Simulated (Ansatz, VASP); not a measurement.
**MgO: VASP beside Ansatz**

File INCAR:

```
SYSTEM = MgO
ALGO = Normal ; EDIFF = 1E-6
ENCUT = 520 ; GGA = PE
ISIF = 2 ; ISMEAR = 0
LASPH = .TRUE. ; LCHARG = .FALSE.
LREAL = .FALSE. ; LWAVE = .FALSE.
NBANDS = 16 ; NELM = 100
PREC = Accurate ; SIGMA = 0.05
```

The input KPOINTS:

```
k-points
0
G
  9 9 6
  0 0 0
```

The input POSCAR:

```
MgO
1.0
    3.3924438902      0.0000000000      0.0000000000
   -1.6962219451      2.9379425898      0.0000000000
    0.0000000000      0.0000000000      4.8912256008
Mg O
2 2
Direct
    0.3333333333      0.6666666667     -0.0034438731
    0.6666666667      0.3333333333      0.4965561269
    0.3333333333      0.6666666667      0.3982811987
    0.6666666667      0.3333333333      0.8982811987
```

Input for Ansatz:

```yaml
crystal:
  lattice:
    - [3.3924438902, 0.0, 0.0]
    - [-1.6962219451, 2.9379425898, 0.0]
    - [0.0, 0.0, 4.8912256008]
  atoms:
    - { symbol: Mg, position: [0.3333333333, 0.6666666667, -0.0034438731] }
    - { symbol: Mg, position: [0.6666666667, 0.3333333333, 0.4965561269] }
    - { symbol: O, position: [0.3333333333, 0.6666666667, 0.3982811987] }
    - { symbol: O, position: [0.6666666667, 0.3333333333, 0.8982811987] }
basis:
  ecutwfc: 520.0
kpoints:
  mp_grid: { grid: [9, 9, 6] }
hamiltonian:
  xc: pbe
  pseudopotentials: { kind: paw, azcp: { folder: soft_1 } }
scf:
  occupations: { method: gaussian, width: 0.05 }
output:
  forces: true
  stress: true
  eigenvalues: true
```

Alike in both runs: task single point; functional PBE; k mesh 9 × 9 × 6; occupations gaussian, width 0.05 eV; no spin polarisation.

|  | VASP | Ansatz |
| --- | --- | --- |
| version | VASP 6.6.1 | Ansatz 0.2.0 |
| potentials or method | VASP PAW PBE potentials, release 64 (Mg, O), cutoff 520 eV | scalar-relativistic, plane waves, PAW |
| valence electrons in the cell | 16 | 32 |

```csv
,VASP,Ansatz,Ansatz less VASP
gap on the k mesh at the Fermi level (eV),3.22,3.24,+0.022
least direct gap on the mesh (eV),3.22,3.24,+0.022
pressure (GPa),-1.3,-0.8,+0.47
"traceless stress, the component that is largest in VASP (GPa)",5.28,5.19,-0.090
rms of the force components (eV/Å),0.212,0.210,-0.0013
```

Atom by atom the forces differ by 0.001 eV/Å (rms over components). With one functional, cell and mesh, what is left measures potentials, basis and numerics. VASP's potentials hold 16 valence electrons a cell and Ansatz's 32, so a difference there can come from the potentials and not from the codes.
